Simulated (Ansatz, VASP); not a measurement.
**TaN: VASP beside Ansatz**

The input INCAR:

```
SYSTEM = TaN
PREC = Accurate
ENCUT = 520
EDIFF = 1E-6
ISMEAR = 0
SIGMA = 0.15
LREAL = .False.
LASPH = .True.
NELM = 80
ALGO = Normal
ISIF = 2
LWAVE = .False.
LCHARG = .False.
GGA = PE
NBANDS = 15
```

File KPOINTS:

```
Automatic mesh
0
Gamma
  18 18 18
  0 0 0
```

POSCAR

```
TaN
1.0
    0.0000000000      2.2879500000      2.0700500000
    2.2879500000      0.0000000000      2.0700500000
    2.2879500000      2.2879500000      0.0000000000
Ta N
1 1
Direct
    0.5000000000      0.5000000000      0.5000000000
    0.0000000000      0.0000000000      0.0000000000
```

Input for Ansatz:

```yaml
crystal:
  lattice:
    - [0.0, 2.28795, 2.07005]
    - [2.28795, 0.0, 2.07005]
    - [2.28795, 2.28795, 0.0]
  atoms:
    - { symbol: Ta, position: [0.5, 0.5, 0.5] }
    - { symbol: "N", position: [0.0, 0.0, 0.0] }
basis:
  ecutwfc: 420
kpoints:
  mp_grid: { grid: [18, 18, 18] }
hamiltonian:
  xc: pbe
scf:
  occupations: { method: gaussian, width: 0.15 }
output:
  forces: true
  stress: true
  eigenvalues: true
  write_density: true
  write_potential: true
  elf: true
  volumetric_format: npy
```

Change from the starting cell: strain +0.050 along x and y, -0.050 along z, atoms carried along.

Alike in both runs: task single point; functional PBE; k mesh 18 × 18 × 18; occupations gaussian, width 0.15 eV; no spin polarisation.

|  | VASP | Ansatz |
| --- | --- | --- |
| version | VASP 6.6.1 | Ansatz 0.2.0 |
| potentials or method | VASP PAW PBE potentials, release 64 (Ta_pv, N), cutoff 520 eV | scalar-relativistic, plane waves, PAW |
| valence electrons in the cell | 16 | 18 |

|  | VASP | Ansatz | Ansatz less VASP |
| --- | --- | --- | --- |
| gap on the k mesh at the Fermi level (eV) | none | none | - |
| pressure (GPa) | 7.6 | 6.8 | -0.82 |
| traceless stress, the component that is largest in VASP (GPa) | 41.44 | 41.04 | -0.398 |

A gap of «none» marks a metal or a gap that the smearing closes. VASP's potentials hold 16 valence electrons a cell and Ansatz's 18, so a difference there can come from the potentials and not from the codes.

Spin-orbit coupling is off throughout.
